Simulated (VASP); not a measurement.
Crystal: Ru.

```
Ru
1.0
     1.55998    0.90065    3.73547
    -1.55998    0.90065    3.73547
     0.00000   -1.80131    3.73547
Ru
2
Cartesian
  0.0000 0.0000 0.6466
  0.0000 0.0000 10.5598
```

- Program: VASP 6.6.1
- Task: relaxation of cell and atoms
- Functional: PBE
- Potentials or basis: VASP PAW PBE potentials, release 64 (Ru_pv)
- Cutoff: 600 eV
- k mesh: 6 × 6 × 6
- Occupations: gaussian, width 0.1 eV
- Spin: no spin polarisation

At the start: pressure 449.2 GPa; volume 15.75 Å³/atom.

Question: How do energy, volume and symmetry change on relaxing?

Answer: Over 23 steps the energy falls by 22284.8 meV/atom and the volume is 13.85 Å³/atom (-12.0 %); space group Fm-3m (No. 225, to 0.05 Å).

Step by step:
```tsv
step	energy change (eV)	largest force (eV/Å)	pressure (GPa)	volume (Å³)
1	0.0000	208.0059	449.19	31.49
2	578.9287	2.1301	-187.66	205.29
3	208.5694	7.0933	-268.78	110.08
4	2.1900	29.8095	-84.72	81.42
5	-3.9498	2.6034	14.89	74.15
6	-40.4818	2.9494	-6.47	53.16
7	-40.9942	1.8216	-12.68	52.21
8	-41.3035	0.4428	-22.41	49.85
9	-41.9546	0.8012	-42.99	40.73
10	-42.7868	0.3023	-33.85	36.13
11	-42.6643	1.9774	-20.43	34.71
12	-42.7953	0.5486	-31.90	35.84
13	-42.7946	0.6446	-31.23	35.75
14	-43.0498	4.3907	101.01	22.96
15	-44.1783	2.2277	8.48	27.85
16	-44.3887	0.2091	8.25	27.22
17	-44.5195	0.7590	4.12	27.50
18	-44.5196	0.7850	4.11	27.51
19	-44.5421	0.3335	-7.33	28.48
20	-44.5465	0.4459	-4.01	28.18
21	-44.5666	0.1523	0.50	27.69
22	-44.5667	0.1460	0.57	27.68
23	-44.5695	0.0167	0.20	27.70
```

Final structure:
```cif
data_structure
_symmetry_space_group_name_H-M 'P 1'
_symmetry_Int_Tables_number 1
_cell_length_a 4.6469
_cell_length_b 4.6469
_cell_length_c 4.6469
_cell_angle_alpha 33.821
_cell_angle_beta 33.821
_cell_angle_gamma 33.821
_cell_volume 27.70
loop_
_atom_site_label
_atom_site_type_symbol
_atom_site_fract_x
_atom_site_fract_y
_atom_site_fract_z
_atom_site_occupancy
Ru1 Ru 0.75008 0.75008 0.75008 1
Ru2 Ru 0.24992 0.24992 0.24992 1
```

Caveat: the k points lie up to 0.45 Å⁻¹ apart in the final cell.
